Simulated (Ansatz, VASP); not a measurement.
# Two plane-wave programs on Rh

File INCAR:

```
PREC     = Accurate       # precision mode
ENCUT    = 500            # plane-wave cutoff, eV
EDIFF    = 1E-6           # SCF threshold, eV
ISMEAR   = -5             # smearing method
SIGMA    = 0.1            # smearing width, eV
LREAL    = F              # projectors in reciprocal space
LASPH    = T              # aspherical terms in the spheres
NELM     = 120            # most SCF steps
ALGO     = Normal         # electronic algorithm
ISIF     = 2              # what is computed and relaxed
LWAVE    = F              # write WAVECAR
LCHARG   = F              # write CHGCAR
GGA      = PE             # functional
NBANDS   = 22             # bands
GGA_COMPAT= F
```

Contents of KPOINTS:

```
regular mesh
0
Gamma
  9 9 18
```

Contents of POSCAR:

```
Rh
1.0
    3.9364226094      0.0000000000      0.0000000000
    0.0000000000      3.9364226094      0.0000000000
   -1.9682113047      0.0000000000      1.8695737594
Rh
2
Direct
    0.0000000000      0.0000000000      0.0000000000
    0.5000000000      0.5000000000      0.0000000000
```

Input for Ansatz:

```yaml
crystal:
  lattice:
    - [3.9364226094, 0.0, 0.0]
    - [0.0, 3.9364226094, 0.0]
    - [-1.9682113047, 0.0, 1.8695737594]
  atoms:
    - { symbol: Rh, position: [0.0, 0.0, 0.0] }
    - { symbol: Rh, position: [0.5, 0.5, 0.0] }
basis:
  ecutwfc: 420
kpoints:
  mp_grid: { grid: [9, 9, 18] }
hamiltonian:
  xc: pbe
scf:
  occupations: { method: tetrahedron }
output:
  forces: true
  eigenvalues: true
  stress: true
```

Alike in both runs: task single point; functional PBE; k mesh 9 × 9 × 18; occupations tetrahedron; no spin polarisation.

|  | VASP | Ansatz |
| --- | --- | --- |
| version | VASP 6.6.1 | Ansatz 0.2.0 |
| potentials or method | VASP PAW PBE potentials, release 64 (Rh_pv), cutoff 500 eV | scalar-relativistic, plane waves, PAW |
| valence electrons in the cell | 30 | 34 |

```tsv
	VASP	Ansatz	Ansatz less VASP
gap on the k mesh at the Fermi level (eV)	none	none	-
pressure (GPa)	-6.9	-7.0	-0.09
traceless stress, the component that is largest in VASP (GPa)	6.57	6.56	-0.010
```

A gap of «none» marks a metal or a gap that the smearing closes. VASP's potentials hold 30 valence electrons a cell and Ansatz's 34, so a difference there can come from the potentials and not from the codes. Ansatz's warnings: band table not solved further, tetrahedron derivatives may miss energy slope.
